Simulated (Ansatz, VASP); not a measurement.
## In in VASP and in Ansatz

```xyz
1
Lattice="-1.6574 1.6574 2.5222 1.6574 -1.6574 2.5222 1.6574 1.6574 -2.5222" Properties=species:S:1:pos:R:3 pbc="T T T"
In    0.0000    0.0000    0.0000
```

Alike in both runs: task single point; functional PBE0; k mesh 6 × 6 × 6; occupations fermi-dirac, width 0.05 eV; no spin polarisation.

|  | VASP | Ansatz |
| --- | --- | --- |
| version | VASP 6.6.1 | Ansatz 0.2.0 |
| potentials or method | VASP PAW PBE potentials, release 64 (In_d) | Ansatz PAW |
| plane-wave cutoff (eV) | 520 | 420 |
| valence electrons in the cell | 13 | 13 |

```csv
,VASP,Ansatz,Ansatz less VASP
gap on the k mesh at the Fermi level (eV),none,none,-
pressure (GPa),-2.1,-1.9,+0.23
"traceless stress, the component that is largest in VASP (GPa)",1.70,1.70,+0.003
```

A gap of «none» marks a metal or a gap that the smearing closes. The functional is the same, so the differences come from potentials, cutoffs and numerics.

The k mesh is coarse, so the values compare programs but aren't converged.
